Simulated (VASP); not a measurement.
Input of a VASP 6.6.1 run:

The input INCAR:

```
PREC = Accurate ; ENCUT = 520
EDIFF = 1E-6 ; ISMEAR = -1
SIGMA = 0.05 ; LREAL = False
LASPH = True ; NELM = 60
ALGO = Normal ; ISIF = 2
LWAVE = False ; LCHARG = False
GGA = PE ; NBANDS = 10
```

File KPOINTS:

```
Automatic mesh
0
Gamma
  17 17 17
```

File POSCAR:

```
Na
1.0
   -2.0981080271      2.0981080271      2.0981080271
    2.0981080271     -2.0981080271      2.0981080271
    2.0981080271      2.0981080271     -2.0981080271
Na
1
Direct
    0.0000000000      0.0000000000      0.0000000000
```

Potentials or basis: VASP PAW PBE potentials, release 64 (Na_pv).

Run with:

```console
$ cat potpaw_PBE.64/Na_pv/POTCAR > POTCAR
$ mpirun -np 1 vasp_std > vasp.out
```

Problem. What does it give for the pressure?

Solution. 0.0 GPa.
